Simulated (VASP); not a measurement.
Write the native input for VASP 6.6.1 that does the following.

| Item | Value |
| --- | --- |
| Task | relaxation of cell and atoms |
| Functional | PBE |
| Potentials or basis | VASP PAW PBE potentials, release 64 (Hf_pv, B) |
| Cutoff | 600 eV |
| k mesh | 10 × 10 × 8 |
| Occupations | fermi-dirac, width 0.05 eV |
| Spin | no spin polarisation |
| Target pressure | 5 GPa |
| Dipole correction | no |
| Further INCAR settings | ALGO = Normal; EDIFF = 1e-07; IBRION = 2; EDIFFG = -0.01; NSW = 60; ISIF = 3 |

The structure of HfB2 lies in POSCAR:

```
HfB2
1.0
    3.1400000000      0.0000000000      0.0000000000
   -1.5700000000      2.7193197679      0.0000000000
    0.0000000000      0.0000000000      3.4800000000
Hf B
1 2
Direct
    0.0000000000      0.0000000000      0.0000000000
    0.6666666667      0.3333333333      0.5000000000
    0.3333333333      0.6666666667      0.5000000000
```

The input as run:

INCAR

```
ALGO = Normal
EDIFF = 1E-7
EDIFFG = -0.01
ENCUT = 600
GGA = PE
IBRION = 2
ISIF = 3
ISMEAR = -1
LASPH = T
LCHARG = F
LREAL = F
LWAVE = F
NELM = 60
NSW = 60
PREC = Accurate
PSTRESS = 50.0
SIGMA = 0.05
```

KPOINTS

```
k-points
0
Gamma
  10 10 8
```

Potentials or basis: VASP PAW PBE potentials, release 64 (Hf_pv, B).

Run with:

```sh
$ cat potpaw_PBE.64/Hf_pv/POTCAR potpaw_PBE.64/B/POTCAR > POTCAR
$ mpirun -np 1 vasp_std > vasp.out
```

Results of the run:

The relaxed volume is 9.76 Å³/atom, the relaxed cell is a = 3.123 Å, b = 3.123 Å, c = 3.465 Å, α = 90.00°, β = 90.00°, γ = 120.00° and the space group after relaxing (to 0.05 Å) is P6/mmm (No. 191). The energy change on relaxing (the enthalpy is what falls) is +2.7 meV/atom. The ionic steps are 3, the pressure after relaxing is 5.0 GPa and the band gap on the k mesh is zero (band 8 reaches 8.40 eV, above the bottom of band 9 at 7.54 eV).

Caveat: the cell is relaxed towards a set pressure, so the enthalpy falls and the energy may rise; spin-orbit coupling is left out, which moves the levels of the heavy elements.

It took 88 s on 1 thread of AMD EPYC 7R43 64-Core Processor (Zen 3) (shared host), peak memory 0.15 GiB.
